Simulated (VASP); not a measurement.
# GaN (Fm-3m) in VASP: a series of runs

Runs on GaN. Level: LDA. Tasks: single point.

Program: VASP 6.6.1. These are calculated values, not measurements. Logs are shortened: lines on timing, memory, paths and dates and some standing lists are left out, and cuts for length are marked.

## (1) The cell of the first run

Symmetry: Fm-3m, No. 225, cubic system. Conventional cell: a = 4.183 Å, b = 4.183 Å, c = 4.183 Å, α = 90.00°, β = 90.00°, γ = 90.00°. Ga (site symmetry m-3m) has 6 N at 2.09 Å within 2.8 Å. Within 2.8 Å of N (site symmetry m-3m) lie 6 Ga at 2.09 Å.

## (2) Single point, LDA

Contents of INCAR:

```
PREC = Accurate
ENCUT = 910
EDIFF = 1E-6
ISMEAR = -1
SIGMA = 0.05
LREAL = False
LASPH = True
NELM = 120
ALGO = Normal
ISIF = 2
LWAVE = False
LCHARG = False
GGA = CA
NBANDS = 16
GGA_COMPAT = False
```

Contents of KPOINTS:

```
regular mesh
0
Gamma
  11 11 11
```

Contents of POSCAR:

```
GaN
1.0
    0.0000000000      2.0916465448      2.0916465448
    2.0916465448      0.0000000000      2.0916465448
    2.0916465448      2.0916465448      0.0000000000
Ga N
1 1
Direct
    0.0000000000      0.0000000000      0.0000000000
    0.5000000000      0.5000000000      0.5000000000
```

Potentials or basis: VASP PAW LDA potentials, release 64 (Ga_d, N_h).

Started as:

```sh
cat potpaw_LDA.64/Ga_d/POTCAR potpaw_LDA.64/N_h/POTCAR > POTCAR
mpirun -np 1 vasp_std > vasp.out
```

OUTCAR:

```text
PREC = Accurate
   ENCUT = 910
   EDIFF = 1E-6
   ISMEAR = -1
   LREAL = False
   LASPH = True
   NELM = 120
   ISIF = 2
   GGA = CA

 ion  position               nearest neighbor table
   1  0.000  0.000  0.000-   2 2.09   2 2.09   2 2.09   2 2.09   2 2.09   2 2.09
   2  0.500  0.500  0.500-   1 2.09   1 2.09   1 2.09   1 2.09   1 2.09   1 2.09

  LATTYP: Found a face centered cubic cell.
 ALAT       =     4.1832930896

  Lattice vectors:

 A1 = (   0.0000000000,   2.0916465448,   2.0916465448)
 A2 = (   2.0916465448,   0.0000000000,   2.0916465448)
 A3 = (   2.0916465448,   2.0916465448,   0.0000000000)

Analysis of symmetry for initial positions (statically):
=====================================================================
 Subroutine PRICEL returns:
 Original cell was already a primitive cell.

 Routine SETGRP: Setting up the symmetry group for a
 face centered cubic supercell.

 Subroutine GETGRP returns: Found 48 space group operations
 (whereof 48 operations were pure point group operations)
 out of a pool of 48 trial point group operations.

The static configuration has the point symmetry O_h .

Analysis of symmetry for dynamics (positions and initial velocities):
=====================================================================
 Subroutine PRICEL returns:
 Original cell was already a primitive cell.

 Routine SETGRP: Setting up the symmetry group for a
 face centered cubic supercell.

 Subroutine GETGRP returns: Found 48 space group operations
 (whereof 48 operations were pure point group operations)
 out of a pool of 48 trial point group operations.

The dynamic configuration has the point symmetry O_h .

 Subroutine INISYM returns: Found 48 space group operations
 (whereof 48 operations are pure point group operations),
 and found     1 'primitive' translations

----------------------------------------------------------------------------------------

                                     Primitive cell

  volume of cell :      18.3018

  direct lattice vectors                    reciprocal lattice vectors
     0.000000000  2.091646545  2.091646545    -0.239046124  0.239046124  0.239046124
     2.091646545  0.000000000  2.091646545     0.239046124 -0.239046124  0.239046124
     2.091646545  2.091646545  0.000000000     0.239046124  0.239046124 -0.239046124

  length of vectors
     2.958034911  2.958034911  2.958034911     0.414040033  0.414040033  0.414040033

  position of ions in fractional coordinates (direct lattice)
     0.000000000  0.000000000  0.000000000
     0.500000000  0.500000000  0.500000000

  ion indices of the primitive-cell ions
   primitive index   ion index
                 1           1
                 2           2

----------------------------------------------------------------------------------------

 KPOINTS: regular mesh

Automatic generation of k-mesh.
 Grid dimensions read from file:
 generate k-points for:   11   11   11

 Generating k-lattice:

  Cartesian coordinates                     Fractional coordinates (reciprocal lattice)
    -0.021731466  0.021731466  0.021731466     0.090909091  0.000000000  0.000000000
     0.021731466 -0.021731466  0.021731466     0.000000000  0.090909091  0.000000000
     0.021731466  0.021731466 -0.021731466     0.000000000  0.000000000  0.090909091

  Length of vectors
     0.037640003  0.037640003  0.037640003

  Shift w.r.t. Gamma in fractional coordinates (k-lattice)
     0.000000000  0.000000000  0.000000000

 Subroutine IBZKPT returns following result:
 ===========================================

 Found     56 irreducible k-points:

 Following reciprocal coordinates:
            Coordinates               Weight
  0.000000  0.000000  0.000000      1.000000
  0.090909  0.000000  0.000000      8.000000
  0.181818  0.000000  0.000000      8.000000
  0.272727  0.000000  0.000000      8.000000
  0.363636  0.000000  0.000000      8.000000
  0.454545  0.000000  0.000000      8.000000
[... 16 lines left out ...]
 -0.272727  0.181818  0.000000     24.000000
 -0.181818  0.181818  0.000000     12.000000
 [... further k-points ...]
   k-points           NKPTS =     56   k-points in BZ     NKDIM =     56   number of bands    NBANDS=     16
   number of dos      NEDOS =    301   number of ions     NIONS =      2
   total plane-waves  NPLWV =  27000
   dimension x,y,z NGX =    30 NGY =   30 NGZ =   30
   dimension x,y,z NGXF=    60 NGYF=   60 NGZF=   60
   ions per type =               1   1
   NGX,Y,Z   is equivalent  to a cutoff of  16.86, 16.86, 16.86 a.u.
   NGXF,Y,Z  is equivalent  to a cutoff of  33.72, 33.72, 33.72 a.u.
 SYSTEM =  unknown system
   PREC   = accura    normal or accurate (medium, high low for compatibility)
   ISTART =      0    job   : 0-new  1-cont  2-samecut
   ICHARG =      2    charge: 1-file 2-atom 10-const
   ISPIN  =      1    spin polarized calculation?
   LNONCOLLINEAR =      F non collinear calculations
   LSORBIT =      F    spin-orbit coupling
   LASPH  =      T    aspherical Exc in radial PAW
   ENCUT  =  910.0 eV  66.88 Ry    8.18 a.u.   7.28  7.28  7.28*2*pi/ulx,y,z
   NELM   =    120;   NELMIN=  2; NELMDL= -5     # of ELM steps
   EDIFF  = 0.1E-05   stopping-criterion for ELM
   LREAL  =      F    real-space projection
   EDIFFG = 0.1E-04   stopping-criterion for IOM
   NSW    =      0    number of steps for IOM
   IBRION =     -1    ionic relax: 0-MD 1-quasi-New 2-CG
   NFREE  =      0    steps in history (QN), initial steepest desc. (CG)
   ISIF   =      2    stress and relaxation
   ISYM   =      2    0-nonsym 1-usesym 2-fastsym
   POTIM  = 0.5000    time-step for ionic-motion
   TEBEG  =    0.0;   TEEND  =   0.0 temperature during run
   PSTRESS=    0.0 pullay stress
   NELECT =      18.0000    total number of electrons
   NUPDOWN=      -1.0000    fix difference up-down
   EMIN   =  10.00;   EMAX   =-10.00  energy-range for DOS
   EFERMI =   0.00;   METHOD = LEGACY
   ISMEAR =    -1;   SIGMA  =   0.05  broadening in eV -4-tet -1-fermi 0-gaus
   EFERMI_NEDOS =   21; number of points for ismear=-14 and -15
   IALGO  =     38    algorithm
   IMIX   =      4    mixing-type and parameters
     AMIX     =   0.40;   BMIX     =  1.00
     AMIX_MAG =   1.60;   BMIX_MAG =  1.00
  volume/ion in A,a.u.               =       9.15        61.75
  Fermi-wavevector in a.u.,A,eV,Ry     =   1.628049  3.076566 36.062817  2.650542
  Thomas-Fermi vector in A             =   2.720743
   LORBIT       =      0    0 simple, 1 ext, 2 COOP (PROOUT), +10 PAW based schemes
   GGA     = CA    functional components
   LHFCALC =     F    Hartree Fock is set to
   AEXX    =    0.0000 exact exchange contribution
   IVDW    =     0    specifies the selected vdW correction
   LEPSILON=     F    determine dielectric tensor
   LRPA    =     F    only Hartree local field effects (RPA)
 non-spin polarized calculation
  energy-cutoff  :      910.00
  volume of cell :       18.30
 maximum number of plane-waves:      1159
 NGX is ok and might be reduce to    30
   NGX = 15   NGY = 15   NGZ = 15

 number of electron      17.9999998 magnetization

 Free energy of the ion-electron system (eV)
  ---------------------------------------------------
  ext. energy  EPLUGINS =         0.00000000
  ---------------------------------------------------
  free energy    TOTEN  =       -13.08502647 eV

  energy without entropy =      -13.08501765  energy(sigma->0) =      -13.08502206

 E-fermi :   8.8834     XC(G=0): -13.6759

 val. band max:        8.4729077504   @ k =  -0.1818   0.1818   0.0000
 cond. band min:       9.2244186923   @ k =   0.4545   0.4545   0.0000
 fundamental gap:      0.7515109419
 Fermi energy:         8.8833888301

 k-point     1 :       0.0000    0.0000    0.0000
  band No.  band energies     occupation
      1      -9.0537      2.00000
      2      -5.6285      2.00000
      3      -5.6285      2.00000
      4      -5.6285      2.00000
      5      -5.5227      2.00000
      6      -5.5227      2.00000
[... 8 lines left out ...]
     15      24.4336      0.00000
     16      24.4336      0.00000

 k-point     2 :       0.0909    0.0000    0.0000
  band No.  band energies     occupation
      1      -8.8848      2.00000
      2      -5.6360      2.00000
      3      -5.6192      2.00000
      4      -5.6192      2.00000
      5      -5.5351      2.00000
      6      -5.5351      2.00000
[... 8 lines left out ...]
     15      24.5180      0.00000
     16      24.5180      0.00000

 k-point     3 :       0.1818    0.0000    0.0000
  band No.  band energies     occupation
      1      -8.3915      2.00000
      2      -5.6556      2.00000
      3      -5.6334      2.00000
      4      -5.6334      2.00000
      5      -5.5283      2.00000
      6      -5.5283      2.00000
[... 8 lines left out ...]
     15      25.3954      0.00000
     16      25.3954      0.00000

 k-point     4 :       0.2727    0.0000    0.0000
  band No.  band energies     occupation
      1      -7.6220      2.00000
      2      -5.6962      2.00000
      3      -5.6962      2.00000
      4      -5.6800      2.00000
      5      -5.4741      2.00000
      6      -5.4741      2.00000
[... 8 lines left out ...]
     15      26.9346      0.00000
     16      26.9346      0.00000
[... 324 lines left out ...]
 k-point    22 :      -0.3636    0.1818    0.0000
  band No.  band energies     occupation
      1      -6.6084      2.00000
      2      -5.7729      2.00000
      3      -5.7330      2.00000
      4      -5.5832      2.00000
      5      -5.4145      2.00000
      6      -4.5112      2.00000
[... 8 lines left out ...]
     15      28.6530      0.00000
     16      29.3828      0.00000

 k-point    23 :      -0.2727    0.1818    0.0000
  band No.  band energies     occupation
      1      -6.8891      2.00000
      2      -5.7484      2.00000
      3      -5.7243      2.00000
      4      -5.6461      2.00000
      5      -5.4736      2.00000
      6      -5.0160      2.00000
[... 8 lines left out ...]
     15      27.7112      0.00000
     16      29.9906      0.00000

 k-point    24 :      -0.1818    0.1818    0.0000
  band No.  band energies     occupation
      1      -7.4690      2.00000
      2      -5.7052      2.00000
      3      -5.6917      2.00000
      4      -5.6737      2.00000
      5      -5.5279      2.00000
      6      -5.2971      2.00000
[... 8 lines left out ...]
     15      26.9665      0.00000
     16      29.1959      0.00000

 [... further k-points ...]
[... 5 lines left out ...]
  --------------------------------------------------------------------------------------
  -------------------------------------------------------------------------------------
  Total        0.0879363      0.0879363      0.0879363     -0.0000000     -0.0000000      0.0000000
  in kB        7.6981080      7.6981080      7.6981080     -0.0000000     -0.0000000      0.0000000
  external PRESSURE =       7.6981080 kB  Pullay stress =       0.0000000 kB

 VOLUME and BASIS-vectors are now :
 -----------------------------------------------------------------------------
  energy-cutoff  :      910.00
  volume of cell :       18.30
      direct lattice vectors                 reciprocal lattice vectors
     0.000000000  2.091646545  2.091646545    -0.239046124  0.239046124  0.239046124
     2.091646545  0.000000000  2.091646545     0.239046124 -0.239046124  0.239046124
     2.091646545  2.091646545  0.000000000     0.239046124  0.239046124 -0.239046124

 POSITION                                       TOTAL-FORCE (eV/Angst)
 -----------------------------------------------------------------------------------
      0.00000      0.00000      0.00000        -0.000000      0.000000      0.000000
      2.09165      2.09165      2.09165         0.000000     -0.000000     -0.000000
 -----------------------------------------------------------------------------------
    total drift:                               -0.000000      0.000000      0.000000

  FREE ENERGIE OF THE ION-ELECTRON SYSTEM (eV)
  ---------------------------------------------------
  free  energy   TOTEN  =       -13.0850264689 eV

  energy  without entropy=      -13.0850176466  energy(sigma->0) =      -13.08502206
```

It used 46 s of CPU time on 1 thread of AMD EPYC 7R13 Processor (Zen 3), on a shared host.

Results:

```
Free energy            : -13.0850 eV
Pressure               : 0.8 GPa
Band gap on the k mesh : 0.75 eV, indirect (least direct gap 3.23 eV)
```

Caveat: the cutoff is under 1.25 times the usual one of these potentials, so pressure, stress and relaxed cells hold a basis-set (Pulay) error. A k mesh can miss the band edges.

(Continued in part 2 of 2.)
